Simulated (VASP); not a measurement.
## CdH2: single point with PBE

CdH2:

```
CELL_PARAMETERS angstrom
3.16320 0.00000 0.00000
0.00000 3.16320 0.00000
0.00000 0.00000 3.71190
ATOMIC_POSITIONS crystal
Cd 0.00000 0.00000 0.50000
H 0.50000 0.50000 0.50000
H 0.00000 0.00000 0.00000
```

| Property | Result |
| --- | --- |
| Program | VASP 6.6.1 |
| Task | single point |
| Functional | PBE |
| Potentials or basis | VASP PAW PBE potentials, release 64 (Cd, H) |
| Cutoff | 520 eV |
| k mesh | 6 × 6 × 4 |
| Occupations | gaussian, width 0.1 eV |
| Spin | no spin polarisation |

```
Pressure               : 0.2 GPa
Band gap on the k mesh : zero (band 7 reaches 1.55 eV, above the bottom of band 8 at -0.36 eV)
```

Stress tensor (GPa, compression positive):
```
0.03 0.00 0.00
0.00 0.03 0.00
0.00 0.00 0.42
```

Levels at points of the mesh, in eV from the Fermi level:
| k point | band 3 | band 4 | band 5 | band 6 | band 7 | band 8 | band 9 | band 10 | band 11 | band 12 |
| --- | --- | --- | --- | --- | --- | --- | --- | --- | --- | --- |
| (0.00, 0.00, 0.00) | -8.76 | -8.42 | -8.42 | -8.36 | 0.90 | 4.31 | 8.09 | 8.09 | 9.14 | 11.54 |
| (0.50, 0.00, 0.00) | -8.74 | -8.66 | -8.39 | -4.86 | -4.53 | 5.87 | 6.27 | 7.26 | 10.98 | 11.47 |
| (0.50, 0.50, 0.00) | -8.68 | -8.68 | -8.09 | -2.36 | -0.78 | 1.03 | 1.03 | 9.84 | 9.98 | 12.17 |
| (0.00, 0.00, 0.50) | -8.50 | -8.50 | -8.35 | -6.26 | -5.18 | 6.12 | 7.36 | 9.71 | 9.71 | 13.78 |
| (0.50, 0.00, 0.50) | -8.65 | -8.46 | -8.37 | -4.26 | -3.89 | -1.00 | 4.27 | 9.51 | 11.67 | 13.90 |
| (0.50, 0.50, 0.50) | -8.83 | -8.44 | -8.09 | -2.89 | -0.45 | 2.45 | 2.45 | 3.14 | 7.44 | 7.50 |

Wall time 27 s on 1 thread of AMD EPYC 7R13 (shared host), peak memory 0.12 GiB.

Caveat: the k points lie up to 0.42 Å⁻¹ apart.
